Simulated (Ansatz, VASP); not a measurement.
# Two plane-wave programs on Rh

```
Rh
1.0
     2.64910    0.00000    0.00000
     0.00000    2.64910    0.00000
     0.00000    0.00000    2.64910
Rh
1
Direct
  0.00000 0.00000 0.00000
```

Alike in both runs: task single point; functional revPBE; k mesh 14 × 14 × 14; occupations fermi-dirac, width 0.1 eV; no spin polarisation.

|  | VASP | Ansatz |
| --- | --- | --- |
| version | VASP 6.6.1 | Ansatz 0.2.0 |
| potentials or method | VASP PAW PBE potentials, release 64 (Rh_pv), cutoff 520 eV | plane waves (420 eV) with PAW, scalar-relativistic |
| valence electrons in the cell | 15 | 17 |

Ansatz gave:

- pressure (GPa): -14.5

Q: What did VASP give for the same quantities?

A: Pressure (GPa): -14.4.

VASP's potentials were made for PBE, not for revPBE. VASP's potentials hold 15 valence electrons a cell and Ansatz's 17, so a difference there can come from the potentials and not from the codes.
